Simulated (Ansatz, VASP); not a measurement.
## One calculation of CdS, two programs

File INCAR:

```
ALGO = Normal
EDIFF = 1E-7
EDIFFG = -0.002
ENCUT = 600
GGA = CA
IBRION = 2
ISIF = 3
ISMEAR = 0
LASPH = True
LCHARG = False
LREAL = False
LWAVE = False
NELM = 80
NSW = 100
PREC = Accurate
SIGMA = 0.02
```

File KPOINTS:

```
k-points
0
Gamma
  6 6 4
```

POSCAR

```
CdS
1.0
    4.1688381000      0.0000000000      0.0000000000
   -2.0844190500      3.6103197000      0.0000000000
    0.0000000000      0.0000000000      6.7796174100
Cd S
2 2
Direct
    0.6666666700      0.3333333300      0.5002243700
    0.3333333300      0.6666666700      0.0002243700
    0.6666666700      0.3333333300      0.8767756300
    0.3333333300      0.6666666700      0.3767756300
```

Input for Ansatz:

```yaml
crystal:
  lattice:
    - [4.1688381, 0.0, 0.0]
    - [-2.08441905, 3.6103197, 0.0]
    - [0.0, 0.0, 6.77961741]
  atoms:
    - { symbol: Cd, position: [0.66666667, 0.33333333, 0.50022437] }
    - { symbol: Cd, position: [0.33333333, 0.66666667, 0.00022437] }
    - { symbol: S, position: [0.66666667, 0.33333333, 0.87677563] }
    - { symbol: S, position: [0.33333333, 0.66666667, 0.37677563] }
basis:
  ecutwfc: 600.0
kpoints:
  mp_grid: { grid: [6, 6, 4] }
hamiltonian:
  xc: lda
  pseudopotentials: { kind: paw, azcp: { folder: soft_1 } }
scf:
  occupations: { method: gaussian, width: 0.02 }
output:
  forces: true
  stress: true
  eigenvalues: true
  write_density: true
  write_potential: true
  elf: true
  volumetric_format: npy
relax:
  adjacent_minimum: "off"
  f_tol: 0.002
  max_steps: 80
  cell: { stress_tol: 0.02 }
```

Alike in both runs: task relaxation of cell and atoms; functional LDA; k mesh 6 × 6 × 4; occupations gaussian, width 0.02 eV; no spin polarisation.

|  | VASP | Ansatz |
| --- | --- | --- |
| version | VASP 6.6.1 | Ansatz 0.2.0 |
| potentials or method | VASP PAW LDA potentials, release 64 (Cd, S), cutoff 600 eV | scalar-relativistic, plane waves, PAW |
| valence electrons in the cell | 36 | 52 |

```tsv
	VASP	Ansatz	Ansatz less VASP
gap on the k mesh at the Fermi level, each at its own relaxed structure (eV)	1.04	1.03	-0.013
relaxed volume (Å³/atom)	24.03	23.86	-0.179
relaxed cell length with the largest relative difference (Å)	4.085	4.074	-0.0107
```

Ansatz warns that its potentials were made for another functional, while VASP's fit it. LDA's correlation is that of Perdew and Zunger in VASP and of Perdew and Wang (1992) in Ansatz. VASP's potentials hold 36 valence electrons a cell and Ansatz's 52, so a difference there can come from the potentials and not from the codes.
